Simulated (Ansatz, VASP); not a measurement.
## One calculation of SnO2, two programs

```
Sn O
1.0
     4.93306    0.00000    0.00000
     0.00000    4.93367    0.00000
     0.00000    0.00000    3.33280
Sn O
2 4
Cartesian
  2.4665 2.4668 1.6664
  0.0000 0.0000 0.0000
  1.5094 1.5746 0.0000
  3.9760 0.8922 1.6664
  0.9571 4.0414 1.6664
  3.4236 3.3591 0.0000
```

Alike in both runs: task single point; functional LDA; k mesh 6 × 6 × 8; occupations gaussian, width 0.05 eV; no spin polarisation.

|  | VASP | Ansatz |
| --- | --- | --- |
| version | VASP 6.6.1 | Ansatz 0.2.0 |
| potentials or method | VASP PAW LDA potentials, release 64 (Sn_d, O), cutoff 520 eV | scalar-relativistic, plane waves, PAW |
| valence electrons in the cell | 52 | 52 |

|  | VASP | Ansatz | Ansatz less VASP |
| --- | --- | --- | --- |
| gap on the k mesh at the Fermi level (eV) | 0.15 | 0.14 | -0.006 |
| least direct gap on the mesh (eV) | 0.18 | 0.19 | +0.013 |
| pressure (GPa) | -18.7 | -19.3 | -0.60 |
| traceless stress, the component that is largest in VASP (GPa) | -4.32 | -4.65 | -0.335 |
| rms of the force components (eV/Å) | 0.160 | 0.146 | -0.0140 |

LDA's correlation is that of Perdew and Zunger in VASP and of Perdew and Wang (1992) in Ansatz. Atom by atom the forces differ by 0.014 eV/Å (rms over components).
